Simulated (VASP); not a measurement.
# MgS (Niningerite) (Fm-3m) in VASP: notebook

MgS (Niningerite) is run at these levels: LDA; tasks: single point.

Program: VASP 6.6.1. These are calculated values, not measurements. Logs are shortened: lines on timing, memory, paths and dates and some standing lists are left out, and cuts for length are marked.

**1. The cell of the first run**

It takes space group Fm-3m (No. 225, cubic). The conventional cell has a = 5.097 Å, b = 5.097 Å, c = 5.097 Å, α = 90.00°, β = 90.00°, γ = 90.00°. Within 3.4 Å of S (site symmetry m-3m) lie 6 Mg at 2.55 Å. Within 3.4 Å of Mg (site symmetry m-3m) lie 6 S at 2.55 Å.

**2. Single point, LDA (volume scaled by 0.94)**

File INCAR:

```
ALGO     = Normal         # electronic algorithm
EDIFF    = 1E-6           # SCF threshold, eV
ENCUT    = 520            # plane-wave cutoff, eV
GGA      = CA             # functional
ISIF     = 2              # what is computed and relaxed
ISMEAR   = -1             # smearing method
LASPH    = True           # aspherical terms in the spheres
LCHARG   = False          # write CHGCAR
LREAL    = False          # projectors in reciprocal space
LWAVE    = False          # write WAVECAR
NBANDS   = 11             # bands
NELM     = 80             # most SCF steps
PREC     = Accurate       # precision mode
SIGMA    = 0.05           # smearing width, eV
```

File KPOINTS:

```
k-points
0
Gamma
  9 9 9
```

File POSCAR:

```
MgS
1.0
    0.0000000000      2.5485401997      2.5485401997
    2.5485401997      0.0000000000      2.5485401997
    2.5485401997      2.5485401997      0.0000000000
S Mg
1 1
Direct
    0.5000000000      0.5000000000      0.5000000000
    0.0000000000      0.0000000000      0.0000000000
```

Potentials or basis: VASP PAW LDA potentials, release 64 (S, Mg).

Command:

```console
> cat potpaw_LDA.64/S/POTCAR potpaw_LDA.64/Mg/POTCAR > POTCAR
> mpirun -np 1 vasp_std > vasp.out
```

OUTCAR:

```text
EDIFF = 1E-6
   ENCUT = 520
   GGA = CA
   ISIF = 2
   ISMEAR = -1
   LASPH = True
   LREAL = False
   NELM = 80
   PREC = Accurate

 ion  position               nearest neighbor table
   1  0.500  0.500  0.500-   2 2.55   2 2.55   2 2.55   2 2.55   2 2.55   2 2.55
   2  0.000  0.000  0.000-   1 2.55   1 2.55   1 2.55   1 2.55   1 2.55   1 2.55

  LATTYP: Found a face centered cubic cell.
 ALAT       =     5.0970803994

  Lattice vectors:

 A1 = (   0.0000000000,   2.5485401997,   2.5485401997)
 A2 = (   2.5485401997,   0.0000000000,   2.5485401997)
 A3 = (   2.5485401997,   2.5485401997,   0.0000000000)

Analysis of symmetry for initial positions (statically):
[... 33 lines left out ...]
                                     Primitive cell

  volume of cell :      33.1058

  direct lattice vectors                    reciprocal lattice vectors
     0.000000000  2.548540200  2.548540200    -0.196190745  0.196190745  0.196190745
     2.548540200  0.000000000  2.548540200     0.196190745 -0.196190745  0.196190745
     2.548540200  2.548540200  0.000000000     0.196190745  0.196190745 -0.196190745

  length of vectors
     3.604180115  3.604180115  3.604180115     0.339812338  0.339812338  0.339812338

  position of ions in fractional coordinates (direct lattice)
[... 8 lines left out ...]
----------------------------------------------------------------------------------------

 KPOINTS: k-points

Automatic generation of k-mesh.
 Grid dimensions read from file:
 generate k-points for:    9    9    9

 Generating k-lattice:

  Cartesian coordinates                     Fractional coordinates (reciprocal lattice)
    -0.021798972  0.021798972  0.021798972     0.111111111  0.000000000  0.000000000
     0.021798972 -0.021798972  0.021798972     0.000000000  0.111111111  0.000000000
     0.021798972  0.021798972 -0.021798972     0.000000000  0.000000000  0.111111111

  Length of vectors
     0.037756926  0.037756926  0.037756926

  Shift w.r.t. Gamma in fractional coordinates (k-lattice)
     0.000000000  0.000000000  0.000000000

 Subroutine IBZKPT returns following result:
 ===========================================

 Found     35 irreducible k-points:

 Following reciprocal coordinates:
            Coordinates               Weight
  0.000000  0.000000  0.000000      1.000000
  0.111111  0.000000  0.000000      8.000000
  0.222222  0.000000  0.000000      8.000000
  0.333333  0.000000  0.000000      8.000000
  0.444444  0.000000  0.000000      8.000000
  0.111111  0.111111  0.000000      6.000000
[... 16 lines left out ...]
 -0.333333  0.333333  0.000000     12.000000
  0.444444  0.444444  0.000000      6.000000
 [... further k-points ...]
   k-points           NKPTS =     35   k-points in BZ     NKDIM =     35   number of bands    NBANDS=     11
   number of dos      NEDOS =    301   number of ions     NIONS =      2
   total plane-waves  NPLWV =  21952
   dimension x,y,z NGX =    28 NGY =   28 NGZ =   28
   dimension x,y,z NGXF=    56 NGYF=   56 NGZF=   56
   ions per type =               1   1
   NGX,Y,Z   is equivalent  to a cutoff of  12.92, 12.92, 12.92 a.u.
   NGXF,Y,Z  is equivalent  to a cutoff of  25.83, 25.83, 25.83 a.u.
 SYSTEM =  unknown system
   PREC   = accura    normal or accurate (medium, high low for compatibility)
   ISTART =      0    job   : 0-new  1-cont  2-samecut
   ICHARG =      2    charge: 1-file 2-atom 10-const
   ISPIN  =      1    spin polarized calculation?
   LNONCOLLINEAR =      F non collinear calculations
   LSORBIT =      F    spin-orbit coupling
   LASPH  =      T    aspherical Exc in radial PAW
   ENCUT  =  520.0 eV  38.22 Ry    6.18 a.u.   6.70  6.70  6.70*2*pi/ulx,y,z
   NELM   =     80;   NELMIN=  2; NELMDL= -5     # of ELM steps
   EDIFF  = 0.1E-05   stopping-criterion for ELM
   LREAL  =      F    real-space projection
   EDIFFG = 0.1E-04   stopping-criterion for IOM
   NSW    =      0    number of steps for IOM
   IBRION =     -1    ionic relax: 0-MD 1-quasi-New 2-CG
[... 8 lines left out ...]
   EMIN   =  10.00;   EMAX   =-10.00  energy-range for DOS
   EFERMI =   0.00;   METHOD = LEGACY
   ISMEAR =    -1;   SIGMA  =   0.05  broadening in eV -4-tet -1-fermi 0-gaus
   EFERMI_NEDOS =   21; number of points for ismear=-14 and -15
   IALGO  =     38    algorithm
   IMIX   =      4    mixing-type and parameters
     AMIX     =   0.40;   BMIX     =  1.00
     AMIX_MAG =   1.60;   BMIX_MAG =  1.00
  volume/ion in A,a.u.               =      16.55       111.70
  Fermi-wavevector in a.u.,A,eV,Ry     =   1.019694  1.926943 14.147019  1.039777
  Thomas-Fermi vector in A             =   2.153222
   LORBIT       =      0    0 simple, 1 ext, 2 COOP (PROOUT), +10 PAW based schemes
   GGA     = CA    functional components
   LHFCALC =     F    Hartree Fock is set to
   AEXX    =    0.0000 exact exchange contribution
   IVDW    =     0    specifies the selected vdW correction
   LEPSILON=     F    determine dielectric tensor
   LRPA    =     F    only Hartree local field effects (RPA)
 non-spin polarized calculation
  energy-cutoff  :      520.00
  volume of cell :       33.11
 maximum number of plane-waves:       908
   NGX = 13   NGY = 13   NGZ = 13

 number of electron       7.9999999 magnetization

 Free energy of the ion-electron system (eV)
  ---------------------------------------------------
  ext. energy  EPLUGINS =         0.00000000
  ---------------------------------------------------
  free energy    TOTEN  =        -9.59128237 eV

  energy without entropy =       -9.59128237  energy(sigma->0) =       -9.59128237

 E-fermi :   5.1445     XC(G=0): -10.2448

 val. band max:        4.1566462568   @ k =   0.0000   0.0000   0.0000
 cond. band min:       6.9787685288   @ k =   0.4444   0.4444   0.0000
 fundamental gap:      2.8221222719
 Fermi energy:         5.1444581990

 k-point     1 :       0.0000    0.0000    0.0000
  band No.  band energies     occupation
      1      -8.8535      2.00000
      2       4.1566      2.00000
      3       4.1566      2.00000
      4       4.1566      2.00000
      5       8.1537      0.00000
      6      11.9467      0.00000
      7      11.9467      0.00000
      8      11.9467      0.00000
      9      14.4839      0.00000
     10      14.4839      0.00000
     11      16.6523      0.00000
[... 309 lines left out ...]
 k-point    24 :       0.4444    0.4444    0.0000
  band No.  band energies     occupation
      1      -7.0029      2.00000
      2      -0.3190      2.00000
      3       2.3459      2.00000
      4       2.3459      2.00000
      5       6.9788      0.00000
      6       8.2744      0.00000
      7      16.2010      0.00000
      8      16.9620      0.00000
      9      17.4773      0.00000
     10      17.4773      0.00000
     11      20.7448      0.00000

 [... further k-points ...]
[... 5 lines left out ...]
  --------------------------------------------------------------------------------------
  -------------------------------------------------------------------------------------
  Total        0.2110091      0.2110091      0.2110091      0.0000000      0.0000000     -0.0000000
  in kB       10.2119164     10.2119164     10.2119164      0.0000000      0.0000000     -0.0000000
  external PRESSURE =      10.2119164 kB  Pullay stress =       0.0000000 kB

 VOLUME and BASIS-vectors are now :
 -----------------------------------------------------------------------------
  energy-cutoff  :      520.00
  volume of cell :       33.11
      direct lattice vectors                 reciprocal lattice vectors
     0.000000000  2.548540200  2.548540200    -0.196190745  0.196190745  0.196190745
     2.548540200  0.000000000  2.548540200     0.196190745 -0.196190745  0.196190745
     2.548540200  2.548540200  0.000000000     0.196190745  0.196190745 -0.196190745

 POSITION                                       TOTAL-FORCE (eV/Angst)
 -----------------------------------------------------------------------------------
      2.54854      2.54854      2.54854         0.000000     -0.000000      0.000000
      0.00000      0.00000      0.00000        -0.000000      0.000000     -0.000000
 -----------------------------------------------------------------------------------
    total drift:                                0.000000      0.000000      0.000000

  FREE ENERGIE OF THE ION-ELECTRON SYSTEM (eV)
  ---------------------------------------------------
  free  energy   TOTEN  =        -9.5912823716 eV

  energy  without entropy=       -9.5912823715  energy(sigma->0) =       -9.59128237
```

stdout:

```text
POSCAR found type information on POSCAR S Mg
 POSCAR found :  2 types and       2 ions
 scaLAPACK will be used
 LDA part: xc-table for (Slater(with rela. corr.)+CA(PZ))
 , standard interpolation
 POSCAR, INCAR and KPOINTS ok, starting setup
 FFT: planning ... GRIDC
 FFT: planning ... GRID_SOFT
 FFT: planning ... GRID
 WAVECAR not read
 entering main loop
```

It took 5.9 s on 1 thread of Intel Xeon 6975P-C, shared host; peak memory 0.15 GiB.

Results:

```yaml
Free_energy: -9.5913 eV
Pressure: 1.0 GPa
Band_gap_on_the_k_mesh: 2.82 eV, indirect (least direct gap 4.00 eV)
```

Levels at points of the mesh, in eV from the valence-band top:
| k point | band 2 | band 3 | band 4 | band 5 | band 6 | band 7 |
| --- | --- | --- | --- | --- | --- | --- |
| (0.00, 0.00, 0.00) | 0.00 | 0.00 | 0.00 | 4.00 | 7.79 | 7.79 |

**3. Single point, LDA (volume scaled by 0.96)**

File INCAR:

```
SYSTEM = MgS
PREC = Accurate
ENCUT = 520
EDIFF = 1E-6
ISMEAR = -1
SIGMA = 0.05
LREAL = .FALSE.
LASPH = .TRUE.
NELM = 80
ALGO = Normal
ISIF = 2
LWAVE = .FALSE.
LCHARG = .TRUE.
LELF = .TRUE.
LVHAR = .TRUE.
NBANDS = 11
```

File KPOINTS:

```
Automatic mesh
0
G
  9 9 9
  0 0 0
```

File POSCAR:

```
MgS
1.0
    0.0000000000      2.5664882573      2.5664882573
    2.5664882573      0.0000000000      2.5664882573
    2.5664882573      2.5664882573      0.0000000000
S Mg
1 1
Direct
    0.5000000000      0.5000000000      0.5000000000
    0.0000000000      0.0000000000      0.0000000000
```

Potentials or basis: VASP PAW LDA potentials, release 64 (S, Mg).

Command:

```console
> cat potpaw_LDA.64/S/POTCAR potpaw_LDA.64/Mg/POTCAR > POTCAR
> mpirun -np 1 vasp_std > vasp.out
```

OUTCAR:

```text
SYSTEM = MgS
   PREC = Accurate
   ENCUT = 520
   EDIFF = 1E-6
   ISMEAR = -1
   LREAL = .FALSE.
   LASPH = .TRUE.
   NELM = 80
   ISIF = 2

 ion  position               nearest neighbor table
   1  0.500  0.500  0.500-   2 2.57   2 2.57   2 2.57   2 2.57   2 2.57   2 2.57
   2  0.000  0.000  0.000-   1 2.57   1 2.57   1 2.57   1 2.57   1 2.57   1 2.57

  LATTYP: Found a face centered cubic cell.
 ALAT       =     5.1329765146

  Lattice vectors:

 A1 = (   0.0000000000,   2.5664882573,   2.5664882573)
 A2 = (   2.5664882573,   0.0000000000,   2.5664882573)
 A3 = (   2.5664882573,   2.5664882573,   0.0000000000)

Analysis of symmetry for initial positions (statically):
[... 33 lines left out ...]
                                     Primitive cell

  volume of cell :      33.8102

  direct lattice vectors                    reciprocal lattice vectors
     0.000000000  2.566488257  2.566488257    -0.194818737  0.194818737  0.194818737
     2.566488257  0.000000000  2.566488257     0.194818737 -0.194818737  0.194818737
     2.566488257  2.566488257  0.000000000     0.194818737  0.194818737 -0.194818737

  length of vectors
     3.629562501  3.629562501  3.629562501     0.337435950  0.337435950  0.337435950

  position of ions in fractional coordinates (direct lattice)
[... 132 lines left out ...]

 k-point     1 :       0.0000    0.0000    0.0000
  band No.  band energies     occupation
      1      -8.9246      2.00000
      2       3.9561      2.00000
      3       3.9561      2.00000
      4       3.9561      2.00000
      5       7.7767      0.00000
      6      11.7644      0.00000
      7      11.7644      0.00000
      8      11.7644      0.00000
      9      14.2638      0.00000
     10      14.2638      0.00000
     11      16.4049      0.00000
[... 309 lines left out ...]
 k-point    24 :       0.4444    0.4444    0.0000
  band No.  band energies     occupation
      1      -7.1459      2.00000
      2      -0.4086      2.00000
      3       2.1946      2.00000
      4       2.1946      2.00000
      5       6.7334      0.00000
      6       8.1436      0.00000
      7      15.7909      0.00000
      8      16.7054      0.00000
      9      17.0849      0.00000
     10      17.0849      0.00000
     11      20.4199      0.00000

 [... further k-points ...]
[... 5 lines left out ...]
  --------------------------------------------------------------------------------------
  -------------------------------------------------------------------------------------
  Total       -0.1648113     -0.1648113     -0.1648113      0.0000000      0.0000000     -0.0000000
  in kB       -7.8099752     -7.8099752     -7.8099752      0.0000000      0.0000000     -0.0000000
  external PRESSURE =      -7.8099752 kB  Pullay stress =       0.0000000 kB

 VOLUME and BASIS-vectors are now :
 -----------------------------------------------------------------------------
  energy-cutoff  :      520.00
  volume of cell :       33.81
      direct lattice vectors                 reciprocal lattice vectors
     0.000000000  2.566488257  2.566488257    -0.194818737  0.194818737  0.194818737
     2.566488257  0.000000000  2.566488257     0.194818737 -0.194818737  0.194818737
     2.566488257  2.566488257  0.000000000     0.194818737  0.194818737 -0.194818737

 POSITION                                       TOTAL-FORCE (eV/Angst)
 -----------------------------------------------------------------------------------
      2.56649      2.56649      2.56649        -0.000000     -0.000000     -0.000000
      0.00000      0.00000      0.00000         0.000000      0.000000      0.000000
 -----------------------------------------------------------------------------------
    total drift:                                0.000000      0.000000      0.000000

  FREE ENERGIE OF THE ION-ELECTRON SYSTEM (eV)
  ---------------------------------------------------
  free  energy   TOTEN  =        -9.5919419484 eV

  energy  without entropy=       -9.5919419483  energy(sigma->0) =       -9.59194195
```

OSZICAR:

```text
N       E                     dE             d eps       ncg     rms          rms(c)
DAV:   1     0.156220682996E+02    0.15622E+02   -0.35086E+03   826   0.586E+02
DAV:   2    -0.891953176256E+01   -0.24542E+02   -0.23345E+02   970   0.942E+01
DAV:   3    -0.100103134644E+02   -0.10908E+01   -0.10891E+01   961   0.206E+01
DAV:   4    -0.100163745170E+02   -0.60611E-02   -0.60605E-02   916   0.180E+00
DAV:   5    -0.100164192007E+02   -0.44684E-04   -0.44683E-04   961   0.148E-01    0.460E+00
DAV:   6    -0.964551338061E+01    0.37091E+00   -0.79615E-01   890   0.347E+00    0.355E+00
DAV:   7    -0.959700788958E+01    0.48505E-01   -0.19054E-01   929   0.182E+00    0.218E+00
DAV:   8    -0.959227426821E+01    0.47336E-02   -0.11197E-02   830   0.582E-01    0.819E-01
DAV:   9    -0.959197009187E+01    0.30418E-03   -0.56480E-04   884   0.124E-01    0.360E-01
DAV:  10    -0.959194928064E+01    0.20811E-04   -0.46690E-05   928   0.334E-02    0.161E-01
DAV:  11    -0.959194189105E+01    0.73896E-05   -0.35810E-05   884   0.256E-02    0.168E-02
DAV:  12    -0.959194194838E+01   -0.57329E-07   -0.41823E-07   481   0.456E-03
   1 F= -.95919419E+01 E0= -.95919419E+01  d E =-.871622E-10
```

stdout:

```text
POSCAR found type information on POSCAR S Mg
 POSCAR found :  2 types and       2 ions
 scaLAPACK will be used
 LDA part: xc-table for (Slater(with rela. corr.)+CA(PZ))
 , standard interpolation
 POSCAR, INCAR and KPOINTS ok, starting setup
 FFT: planning ... GRIDC
 FFT: planning ... GRID_SOFT
 FFT: planning ... GRID
 WAVECAR not read
 entering main loop
```

Wall time 6.7 s (1 thread of Intel Xeon 6975P-C, shared host); peak memory 0.15 GiB.

Results:

```yaml
Free_energy: -9.5919 eV
Pressure: -0.8 GPa
Band_gap_on_the_k_mesh: 2.78 eV, indirect (least direct gap 3.82 eV)
```

Levels at points of the mesh, in eV from the valence-band top:
```
           k point  band 1  band 2  band 3  band 4  band 5  band 6  band 7  band 8  band 9
(0.00, 0.00, 0.00)  -12.88    0.00    0.00    0.00    3.82    7.81    7.81    7.81   10.31
```

 A k mesh can miss the band edges.

**4. Single point, LDA (volume scaled by 1.02)**

File INCAR:

```
ALGO = Normal
EDIFF = 1E-6
ENCUT = 520
ISIF = 2
ISMEAR = -1
LASPH = True
LCHARG = False
LREAL = False
LWAVE = False
NBANDS = 11
NELM = 100
PREC = Accurate
SIGMA = 0.05
```

File KPOINTS:

```
k-points
0
Gamma
  9 9 9
```

File POSCAR:

```
MgS
1.0
    0.0000000000      2.6188799723      2.6188799723
    2.6188799723      0.0000000000      2.6188799723
    2.6188799723      2.6188799723      0.0000000000
S Mg
1 1
Direct
    0.5000000000      0.5000000000      0.5000000000
    0.0000000000      0.0000000000      0.0000000000
```

Command:

```console
> cat potpaw_LDA.64/S/POTCAR potpaw_LDA.64/Mg/POTCAR > POTCAR
> mpirun -np 1 vasp_std > vasp.out
```

It took 5.5 s on 1 thread of Intel Xeon 6975P-C, shared host; peak memory 0.14 GiB.

Results (log left out):

```yaml
Free_energy: -9.5518 eV
Pressure: -5.2 GPa
Band_gap_on_the_k_mesh: 2.65 eV, indirect (least direct gap 3.34 eV)
```

Levels at points of the mesh, in eV from the valence-band top:
| k point | band 2 | band 3 | band 4 | band 5 | band 6 | band 7 |
| --- | --- | --- | --- | --- | --- | --- |
| (0.00, 0.00, 0.00) | 0.00 | 0.00 | 0.00 | 3.34 | 7.85 | 7.85 |

 A k mesh can miss the band edges.

**5. Single point, LDA (volume scaled by 1.04)**

File INCAR:

```
PREC     = Accurate       # precision mode
ENCUT    = 520            # plane-wave cutoff, eV
EDIFF    = 1E-6           # SCF threshold, eV
ISMEAR   = -1             # smearing method
SIGMA    = 0.05           # smearing width, eV
LREAL    = False          # projectors in reciprocal space
LASPH    = True           # aspherical terms in the spheres
NELM     = 80             # most SCF steps
ALGO     = Normal         # electronic algorithm
ISIF     = 2              # what is computed and relaxed
LWAVE    = False          # write WAVECAR
LCHARG   = False          # write CHGCAR
NBANDS   = 11             # bands
```

File KPOINTS:

```
regular mesh
0
Gamma
  9 9 9
```

File POSCAR:

```
MgS
1.0
    0.0000000000      2.6358861629      2.6358861629
    2.6358861629      0.0000000000      2.6358861629
    2.6358861629      2.6358861629      0.0000000000
S Mg
1 1
Direct
    0.5000000000      0.5000000000      0.5000000000
    0.0000000000      0.0000000000      0.0000000000
```

Command:

```console
> cat potpaw_LDA.64/S/POTCAR potpaw_LDA.64/Mg/POTCAR > POTCAR
> mpirun -np 1 vasp_std > vasp.out
```

It took 5.1 s on 1 thread of Intel Xeon 6975P-C, shared host; peak memory 0.15 GiB.

It converged, with:

| Property | Result |
| --- | --- |
| Free energy | -9.5268 eV |
| Pressure | -6.3 GPa |
| Band gap on the k mesh | 2.60 eV, indirect (least direct gap 3.19 eV) |

Levels at points of the mesh, in eV from the valence-band top:
| k point | band 1 | band 2 | band 3 | band 4 | band 5 | band 6 | band 7 | band 8 |
| --- | --- | --- | --- | --- | --- | --- | --- | --- |
| (0.00, 0.00, 0.00) | -12.42 | 0.00 | 0.00 | 0.00 | 3.19 | 7.86 | 7.86 | 7.86 |

 A k mesh can miss the band edges.

**6. Summary**

| cell | gap on the mesh (eV) | pressure (GPa) |
| --- | --- | --- |
| a = 3.604 Å, angles 60.0°, 2 atoms | 2.82 | 1.0 |
| a = 3.630 Å, angles 60.0°, 2 atoms | 2.78 | -0.8 |
| a = 3.704 Å, angles 60.0°, 2 atoms | 2.65 | -5.2 |
| a = 3.728 Å, angles 60.0°, 2 atoms | 2.60 | -6.3 |

Alike in all rows: task single point; level LDA; potentials or basis VASP PAW LDA potentials, release 64 (S, Mg); no spin polarisation; k mesh 9 × 9 × 9; cutoff (eV) 520; smearing fermi-dirac 0.05 eV.

Total energies depend on the potentials used, so only differences within one code and one set of settings carry meaning.
